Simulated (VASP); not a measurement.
A run of VASP 6.6.1 is set up as follows.

The input INCAR:

```
SYSTEM = BaS
PREC     = Accurate       ! precision mode
ENCUT    = 520            ! plane-wave cutoff, eV
EDIFF    = 1E-6           ! SCF threshold, eV
ISMEAR   = 0              ! smearing method
SIGMA    = 0.1            ! smearing width, eV
LREAL    = .FALSE.        ! projectors in reciprocal space
LASPH    = .TRUE.         ! aspherical terms in the spheres
NELM     = 60             ! most SCF steps
ALGO     = Normal         ! electronic algorithm
ISIF     = 2              ! what is computed and relaxed
LWAVE    = .FALSE.        ! write WAVECAR
LCHARG   = .FALSE.        ! write CHGCAR
GGA      = PE             ! functional
NBANDS   = 15             ! bands
```

The input KPOINTS:

```
regular mesh
0
G
  6 6 6
  0 0 0
```

The input POSCAR:

```
BaS
1.0
    5.1668286700      0.0000000000      0.0000000000
   -2.5834143300      4.4746048800      0.0000000000
    0.0000000000      0.0000000000      3.4098210200
Ba S
1 1
Direct
    0.0000000000      0.0000000000      0.5000000000
    0.6666666700      0.3333333300      0.0000000000
```

Potentials or basis: VASP PAW PBE potentials, release 64 (Ba_sv, S).

The run is started by

```console
$ cat potpaw_PBE.64/Ba_sv/POTCAR potpaw_PBE.64/S/POTCAR > POTCAR
$ mpirun -np 1 vasp_std > vasp.out
```

Problem. Estimate the band gap on the k mesh.

Solution. 0.06 eV, indirect (least direct gap 0.08 eV).

Problem. Estimate the pressure.

Solution. -3.2 GPa.

Stress tensor (GPa, compression positive):
```
-9.61  0.00  0.00
 0.00 -9.61  0.00
 0.00  0.00  9.54
```

Caveat: spin-orbit coupling is left out, which moves the levels of the heavy elements. A k mesh can miss the band edges.
